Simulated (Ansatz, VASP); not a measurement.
# One calculation of ZnS, two programs

INCAR

```
PREC     = Accurate       # precision mode
ENCUT    = 520            # plane-wave cutoff, eV
EDIFF    = 1E-8           # SCF threshold, eV
ISMEAR   = -1             # smearing method
SIGMA    = 0.01           # smearing width, eV
LREAL    = F              # projectors in reciprocal space
LASPH    = T              # aspherical terms in the spheres
NELM     = 80             # most SCF steps
ALGO     = Normal         # electronic algorithm
ISIF     = 2              # what is computed and relaxed
LWAVE    = F              # write WAVECAR
LCHARG   = F              # write CHGCAR
GGA      = PS             # functional
LEFG     = T            
NBANDS   = 16             # bands
```

Contents of KPOINTS:

```
regular mesh
0
Gamma
  9 9 9
```

The input POSCAR:

```
ZnS
1.0
    0.0000000000      2.7046500000      2.7046500000
    2.7046500000      0.0000000000      2.7046500000
    2.7046500000      2.7046500000      0.0000000000
Zn S
1 1
Direct
    0.0000000000      0.0000000000      0.0000000000
    0.7500000000      0.7500000000      0.7500000000
```

Input for Ansatz:

```yaml
crystal:
  lattice:
    - [0.0, 2.70465, 2.70465]
    - [2.70465, 0.0, 2.70465]
    - [2.70465, 2.70465, 0.0]
  atoms:
    - { symbol: Zn, position: [0.0, 0.0, 0.0] }
    - { symbol: S, position: [0.75, 0.75, 0.75] }
kpoints:
  mp_grid: { grid: [9, 9, 9] }
  band_path:
    path:
      - [0.0, 0.0, 0.0]
      - [-0.5, -0.5, 0.0]
      - [-0.375, -0.375, 0.25]
      - [-0.375, 0.0, 0.375]
      - [0.0, 0.0, 0.0]
      - [0.0, 0.0, 0.5]
      - [-0.5, -0.25, 0.25]
      - [-0.5, -0.5, 0.0]
    npoints: 8
scf:
  occupations: { method: fermi_dirac, width: 0.01 }
hamiltonian:
  xc: pbesol
  pseudopotentials: { kind: all_electron, datasets: crystal }
output:
  forces: true
  stress: true
  eigenvalues: true
  efg: { contact_densities: true }
```

Alike in both runs: task electric field gradients; functional PBEsol; k mesh 9 × 9 × 9; occupations fermi-dirac, width 0.01 eV; no spin polarisation.

|  | VASP | Ansatz |
| --- | --- | --- |
| version | VASP 6.6.1 | Ansatz 0.2.0 |
| potentials or method | VASP PAW PBE potentials, release 64 (Zn, S), cutoff 520 eV | all-electron PAW with datasets made for the crystal, scalar-relativistic |

VASP gave:

```
gap on the k mesh at the Fermi level (eV) : 1.97
pressure (GPa)                            : -2.0
```

**Question.** Which values does Ansatz return?

**Answer.** gap on the k mesh at the Fermi level (eV): 1.96; pressure (GPa): -2.2.

VASP's potentials were made for PBE, not for PBEsol. Ansatz ran all-electron here, and VASP with PAW potentials.
